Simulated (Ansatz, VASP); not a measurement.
## SnSe2: VASP beside Ansatz

INCAR

```
SYSTEM = SnSe2
PREC = Accurate
ENCUT = 520
EDIFF = 1E-6
ISMEAR = 0
SIGMA = 0.05
LREAL = .FALSE.
LASPH = .TRUE.
NELM = 60
ALGO = Normal
ISIF = 2
LWAVE = .FALSE.
LCHARG = .TRUE.
GGA = PE
IVDW = 12
LELF = .TRUE.
LVHAR = .TRUE.
NBANDS = 35
```

File KPOINTS:

```
Automatic mesh
0
G
  8 8 3
  0 0 0
```

The input POSCAR:

```
SnSe2
1.0
   -3.8109987816      0.0000000000      0.0000000000
   -1.9054993908     -3.3004217586      0.0000000000
    0.0000000000      0.0000000000     12.5240000000
Sn Se
2 4
Direct
    0.0000000000      0.0000000000      0.7350287448
    0.0000000000      0.0000000000      0.2450095816
    0.3333333333      0.3333333333      0.8575335356
    0.3333333333      0.3333333333      0.3675143724
    0.6666666667      0.6666666667      0.1225047908
    0.6666666667      0.6666666667      0.6125239540
```

Input for Ansatz:

```yaml
crystal:
  lattice:
    - [-3.8109987816, 0.0, 0.0]
    - [-1.9054993908, -3.3004217586, 0.0]
    - [0.0, 0.0, 12.524]
  atoms:
    - { symbol: Sn, position: [0.0, 0.0, 0.7350287448] }
    - { symbol: Sn, position: [0.0, 0.0, 0.2450095816] }
    - { symbol: Se, position: [0.3333333333, 0.3333333333, 0.8575335356] }
    - { symbol: Se, position: [0.3333333333, 0.3333333333, 0.3675143724] }
    - { symbol: Se, position: [0.6666666667, 0.6666666667, 0.1225047908] }
    - { symbol: Se, position: [0.6666666667, 0.6666666667, 0.612523954] }
basis:
  ecutwfc: 420
kpoints:
  mp_grid: { grid: [8, 8, 3] }
hamiltonian:
  xc: pbe
  dispersion: d3bj
scf:
  occupations: { method: gaussian, width: 0.05 }
output:
  forces: true
  stress: true
  eigenvalues: true
```

Alike in both runs: task single point; functional PBE; dispersion D3(BJ); k mesh 8 × 8 × 3; occupations gaussian, width 0.05 eV; no spin polarisation.

```csv
,VASP,Ansatz
version,VASP 6.6.1,Ansatz 0.2.0
potentials or method,"VASP PAW PBE potentials, release 64 (Sn_d, Se), cutoff 520 eV","scalar-relativistic, plane waves, PAW"
valence electrons in the cell,52,92
```

|  | VASP | Ansatz | Ansatz less VASP |
| --- | --- | --- | --- |
| gap on the k mesh at the Fermi level (eV) | 0.82 | 0.82 | +0.005 |
| least direct gap on the mesh (eV) | 1.14 | 1.14 | +0.002 |
| pressure (GPa) | 2.8 | 2.8 | -0.08 |
| traceless stress, the component that is largest in VASP (GPa) | 0.80 | 0.79 | -0.004 |
| rms of the force components (eV/Å) | 0.362 | 0.354 | -0.0077 |

Atom by atom the forces differ by 0.008 eV/Å (rms over components). VASP's potentials hold 52 valence electrons a cell and Ansatz's 92, so a difference there can come from the potentials and not from the codes.
